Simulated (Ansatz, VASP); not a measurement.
# Mg: VASP beside Ansatz

The input POSCAR:

```
Mg
1.0
    3.2722434310      0.0000000000      0.0000000000
   -1.6361217155      2.8338459386      0.0000000000
    0.0000000000      0.0000000000      5.3124886887
Mg
2
Direct
    0.6666666667      0.3333333333      0.7500000000
    0.3333333333      0.6666666667      0.2500000000
```

The input INCAR.step1:

```
SYSTEM = Mg
ALGO = Normal
EDIFF = 1E-4
ENCUT = 520
GGA = PE
ISMEAR = -1
LASPH = .True.
LCHARG = .False.
LREAL = .False.
LWAVE = .True.
NBANDS = 9
NELM = 80
PREC = Accurate
SIGMA = 0.05
```

INCAR.step2

```
SYSTEM = Mg
ALGO = Normal
EDIFF = 1E-6
ENCUT = 520
ISIF = 2
ISMEAR = -1
ISTART = 1
IVDW = 13
LASPH = .True.
LCHARG = .True.
LELF = .True.
LMIXTAU = .True.
LREAL = .False.
LVHAR = .True.
LWAVE = .False.
METAGGA = R2SCAN
NBANDS = 9
NELM = 80
PREC = Accurate
SIGMA = 0.05
VDW_A1 = 0.51559235
VDW_A2 = 5.77342911
VDW_S6 = 1.0
VDW_S8 = 0.6018749
```

KPOINTS

```
k-points
0
Gamma
  10 10 5
  0 0 0
```

input.yaml

```yaml
crystal:
  lattice:
    - [3.272243431, 0.0, 0.0]
    - [-1.6361217155, 2.8338459386, 0.0]
    - [0.0, 0.0, 5.3124886887]
  atoms:
    - { symbol: Mg, position: [0.6666666667, 0.3333333333, 0.75] }
    - { symbol: Mg, position: [0.3333333333, 0.6666666667, 0.25] }
hamiltonian:
  xc: r2scan
  pseudopotentials: { kind: paw }
  dispersion: d4
kpoints:
  mp_grid: { grid: [10, 10, 5] }
scf:
  occupations: { method: fermi_dirac, width: 0.05 }
output:
  forces: true
  stress: true
  eigenvalues: true
```

Alike in both runs: task single point; functional r2SCAN; dispersion D4; k mesh 10 × 10 × 5; occupations fermi-dirac, width 0.05 eV; no spin polarisation.

|  | VASP | Ansatz |
| --- | --- | --- |
| version | VASP 6.6.1 | Ansatz 0.2.0 |
| potentials or method | VASP PAW PBE potentials, release 64 (Mg) | Ansatz PAW |
| plane-wave cutoff (eV) | 520 | 500 |
| valence electrons in the cell | 4 | 20 |

VASP gave:

```
gap on the k mesh at the Fermi level (eV)                     : none
pressure (GPa)                                                : -3.4
traceless stress, the component that is largest in VASP (GPa) : 0.60
```

Estimate Ansatz's values.

gap on the k mesh at the Fermi level (eV): none; pressure (GPa): -3.2; traceless stress, the component that is largest in VASP (GPa): 0.60.

VASP's potentials were made for PBE, not for r2SCAN. A gap of «none» marks a metal or a gap that the smearing closes. VASP's potentials hold 4 valence electrons a cell and Ansatz's 20, so a difference there can come from the potentials and not from the codes.
